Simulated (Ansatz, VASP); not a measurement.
One calculation of In4Sb3As, two programs

```
CELL_PARAMETERS angstrom
4.24387 0.00000 0.00000
0.00000 4.24387 0.00000
0.00000 0.00000 12.00347
ATOMIC_POSITIONS crystal
In 0.50000 0.00000 0.87500
In 0.00000 0.50000 0.12500
In 0.50000 0.00000 0.37500
In 0.00000 0.50000 0.62500
Sb 0.00000 0.00000 0.00000
Sb 0.50000 0.50000 0.25000
Sb 0.50000 0.50000 0.75000
As 0.00000 0.00000 0.50000
```

Alike in both runs: task single point; functional PBE; k mesh 4 × 4 × 2; occupations gaussian, width 0.1 eV; no spin polarisation.

|  | VASP | Ansatz |
| --- | --- | --- |
| version | VASP 6.6.1 | Ansatz 0.2.0 |
| potentials or method | VASP PAW PBE potentials, release 64 (In_d, Sb, As), cutoff 520 eV | scalar-relativistic, plane waves, PAW |
| valence electrons in the cell | 72 | 112 |

```csv
,VASP,Ansatz,Ansatz less VASP
gap on the k mesh at the Fermi level (eV),0.68,0.68,-0.001
least direct gap on the mesh (eV),0.68,0.68,-0.001
pressure (GPa),18.5,18.5,+0.01
"traceless stress, the component that is largest in VASP (GPa)",-0.67,-0.67,+0.002
rms of the force components (eV/Å),0.468,0.472,+0.0040
```

Atom by atom the forces differ by 0.004 eV/Å (rms over components). With one functional, cell and mesh, what is left measures potentials, basis and numerics. VASP's potentials hold 72 valence electrons a cell and Ansatz's 112, so a difference there can come from the potentials and not from the codes.

Spin-orbit coupling is off throughout.
